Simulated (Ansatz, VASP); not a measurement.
InReS4 in VASP and in Ansatz

The input INCAR:

```
SYSTEM = InReS4
ALGO = Normal ; EDIFF = 1E-6
ENCUT = 520 ; GGA = PE
ISIF = 2 ; ISMEAR = 0
ISPIN = 2 ; LASPH = .TRUE.
LCHARG = .TRUE. ; LELF = .TRUE.
LMAXMIX = 4 ; LORBIT = 11
LREAL = .FALSE. ; LVHAR = .TRUE.
LWAVE = .FALSE. ; MAGMOM = 0 1 0 0 0 0
NBANDS = 35 ; NELM = 150
PREC = Accurate ; SIGMA = 0.1
```

KPOINTS

```
k-points
0
G
  4 4 4
  0 0 0
```

The input POSCAR:

```
InReS4
1.0
    4.2786088000      0.0000000000      0.0000000000
    0.0000000000      4.2786088000      0.0000000000
    0.0000000000      0.0000000000      6.0508179600
In Re S
1 1 4
Direct
    0.0000000000      0.0000000000      0.0000000000
    0.5000000000      0.5000000000      0.5000000000
    0.5000000000      0.0000000000      0.7265759700
    0.0000000000      0.5000000000      0.2734240300
    0.5000000000      0.0000000000      0.2734240300
    0.0000000000      0.5000000000      0.7265759700
```

Input for Ansatz:

```yaml
crystal:
  lattice:
    - [4.2786088, 0.0, 0.0]
    - [0.0, 4.2786088, 0.0]
    - [0.0, 0.0, 6.05081796]
  atoms:
    - { symbol: In, position: [0.0, 0.0, 0.0] }
    - { symbol: Re, position: [0.5, 0.5, 0.5], spin: 1.0 }
    - { symbol: S, position: [0.5, 0.0, 0.72657597] }
    - { symbol: S, position: [0.0, 0.5, 0.27342403] }
    - { symbol: S, position: [0.5, 0.0, 0.27342403] }
    - { symbol: S, position: [0.0, 0.5, 0.72657597] }
basis:
  ecutwfc: 420
kpoints:
  mp_grid: { grid: [4, 4, 4] }
hamiltonian:
  xc: pbe
scf:
  occupations: { method: gaussian, width: 0.1 }
  lower_state_search: "off"
output:
  forces: true
  stress: true
  eigenvalues: true
  populations: true
magnetization:
  spin_polarized: true
```

Change from the starting cell: species swapped into the NbVH4 type (P4/mmm, No. 123).

Alike in both runs: task single point; functional PBE; k mesh 4 × 4 × 4; occupations gaussian, width 0.1 eV; collinear spin.

|  | VASP | Ansatz |
| --- | --- | --- |
| version | VASP 6.6.1 | Ansatz 0.2.0 |
| potentials or method | VASP PAW PBE potentials, release 64 (In_d, Re, S), cutoff 520 eV | scalar-relativistic, plane waves, PAW |
| valence electrons in the cell | 44 | 52 |

```tsv
	VASP	Ansatz	Ansatz less VASP
gap on the k mesh at the Fermi level (eV)	none	none	-
pressure (GPa)	0.1	0.1	+0.01
traceless stress, the component that is largest in VASP (GPa)	1.71	1.77	+0.057
rms of the force components (eV/Å)	0.275	0.278	+0.0026
net moment per atom (μB)	0.00	0.00	0.000
```

Atom by atom the forces differ by 0.003 eV/Å (rms over components). A gap of «none» marks a metal or a gap that the smearing closes. With one functional, cell and mesh, what is left measures potentials, basis and numerics. VASP's potentials hold 44 valence electrons a cell and Ansatz's 52, so a difference there can come from the potentials and not from the codes. Ansatz's warnings: seeded moment not kept.

The k mesh is coarse, so the values compare programs but aren't converged. Neither program's run includes spin-orbit coupling.
